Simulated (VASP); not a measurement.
Runs of VASP 6.6.1 on Cu. The structure is tetragonal, space group I4/mmm (No. 139). The conventional cell has a = 2.886 Å, b = 2.886 Å, c = 2.752 Å, α = 90.00°, β = 90.00°, γ = 90.00°. Cu (site symmetry 4/mmm) has 14 Cu at 2.46 to 2.89 Å within 3.2 Å. 

| task | level | cell | k mesh | cutoff (eV) | smearing | grid for exact exchange (PRECFOCK) | share of exact exchange | gap on the mesh (eV) | pressure (GPa) | relaxed volume (Å³/atom) |
| --- | --- | --- | --- | --- | --- | --- | --- | --- | --- | --- |
| single point | PBE | as given | 13 × 13 × 13 | 520 | gaussian 0.026 eV | - | - | none | 7.8 | - |
| relaxation of cell and atoms | RPBE+D3(BJ) | relaxed | 13 × 13 × 13 | 600 | fermi-dirac 0.05 eV | - | - | none | 0.0 | (b) |
| single point | PBE0+D3(BJ) | as given | 8 × 8 × 8 | 520 | gaussian 0.1 eV | Normal | 0.25 | none | -2.6 | - |
| relaxation of cell and atoms | PBE+D3(BJ) | relaxed | 13 × 13 × 13 | 600 | fermi-dirac 0.05 eV | - | - | none | 0.1 | 11.40 |
| relaxation of cell and atoms | PBEsol+D4 | relaxed | 13 × 13 × 13 | 600 | fermi-dirac 0.05 eV | - | - | none | 0.0 | (a) |

Alike in all rows: potentials or basis VASP PAW PBE potentials, release 64 (Cu); no spin polarisation.

**Question.** Fill in the values left out.

**Answer.** (a) 11.13; (b) 9.78.

Caveats: some runs use coarse meshes; the PAW data sets were made with another functional, which shifts forces and pressure a little (at least some runs); the cell stands under pressure (at least some runs); three body term missing (at least some runs).

A gap of «none» marks levels without a gap at the run's occupations.
